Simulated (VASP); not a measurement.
CuO: relaxation of cell and atoms with BLYP

CuO:

```
CELL_PARAMETERS angstrom
2.34185 -1.71130 0.00000
2.34185 1.71130 0.00000
-0.85003 0.00000 5.05787
ATOMIC_POSITIONS crystal
Cu 0.50000 0.00000 0.50000
Cu 0.00000 0.50000 0.00000
O 0.41840 0.58160 0.75000
O 0.58160 0.41840 0.25000
```

```
Program                : VASP 6.6.1
Task                   : relaxation of cell and atoms
Functional             : BLYP
Potentials or basis    : VASP PAW PBE potentials, release 64 (Cu, O)
Cutoff                 : 600 eV
k mesh                 : 10 × 10 × 5
Occupations            : fermi-dirac, width 0.05 eV
Spin                   : no spin polarisation
Dipole correction      : no
Further INCAR settings : ALGO = Normal; EDIFF = 1e-06; IBRION = 2; EDIFFG = -0.01; NSW = 60; ISIF = 3
```

The relaxed volume is 11.63 Å³/atom, the relaxed cell is a = 2.989 Å, b = 2.989 Å, c = 5.216 Å, α = 90.11°, β = 90.11°, γ = 86.90° and the space group after relaxing (to 0.1 Å) is Cccm (No. 66). The energy gained by relaxing is 91.7 meV/atom and the ionic steps are 23. The pressure after relaxing is 0.1 GPa. The band gap on the k mesh is zero (bands 17 and 18 overlap by 0.82 eV).

Step by step:
| step | energy change (eV) | largest force (eV/Å) | pressure (GPa) | volume (Å³) |
| --- | --- | --- | --- | --- |
| 1 | 0.0000 | 0.1752 | 13.26 | 40.54 |
| 2 | -0.0974 | 0.4567 | -5.49 | 45.66 |
| 3 | -0.1284 | 0.3661 | -0.20 | 43.84 |
| 4 | -0.1539 | 0.3265 | -0.21 | 44.11 |
| 5 | -0.2081 | 0.1847 | 0.04 | 44.88 |
| 6 | -0.1963 | 0.1647 | 1.12 | 46.26 |
| 7 | -0.2248 | 0.0309 | 0.55 | 45.49 |
| 8 | -0.2482 | 0.0443 | -0.04 | 45.89 |
| 9 | -0.3007 | 0.0614 | -1.86 | 47.04 |
| 10 | -0.3012 | 0.0123 | -6.19 | 49.02 |
| 11 | -0.3196 | 0.0332 | -3.26 | 47.80 |
| 12 | -0.3533 | 0.0109 | 0.09 | 46.58 |
| 13 | -0.3557 | 0.0114 | 1.23 | 46.18 |
| 14 | -0.3621 | 0.0480 | 0.11 | 46.45 |
| 15 | -0.3622 | 0.0550 | -0.06 | 46.49 |
| 16 | -0.3630 | 0.0500 | -0.14 | 46.48 |
| 17 | -0.3649 | 0.0399 | 0.10 | 46.46 |
| 18 | -0.3664 | 0.0193 | 0.26 | 46.40 |
| 19 | -0.3659 | 0.0126 | -0.89 | 46.81 |
| 20 | -0.3666 | 0.0069 | -0.24 | 46.56 |
| 21 | -0.3666 | 0.0076 | -0.21 | 46.54 |
| 22 | -0.3663 | 0.0250 | 0.27 | 46.48 |
| 23 | -0.3667 | 0.0014 | 0.08 | 46.52 |

Final structure:
```
Cu O
1.0
     2.16288   -2.05532    0.16971
     2.16288    2.05532    0.16971
    -0.42127    0.00000    5.19940
Cu O
2 2
Direct
  0.50000 0.00000 0.50000
  0.00000 0.50000 0.00000
  0.49954 0.50046 0.75000
  0.50046 0.49954 0.25000
```

Levels at points of the mesh, in eV from the Fermi level:
```
           k point  band 14  band 15  band 16  band 17  band 18  band 19  band 20  band 21
(0.00, 0.00, 0.00)    -2.22    -2.20    -1.84     0.60     0.71     1.46     6.37     7.11
(0.50, 0.00, 0.00)    -1.79    -1.52    -1.42     0.21     0.47     3.95     5.80     6.37
(0.50, 0.50, 0.00)    -2.26    -1.57    -1.20    -1.16     1.07     2.54     7.22     9.16
```

It took 48 min on 1 thread of Intel Xeon 8259CL, on a shared host, peak memory 0.28 GiB.

Caveat: the PAW data sets were made with another functional, which shifts forces and pressure a little; semilocal functionals often make such compounds metallic where correlation or magnetic order opens a gap, which also shifts bond lengths. Zero-point motion and thermal expansion aren't in these numbers.
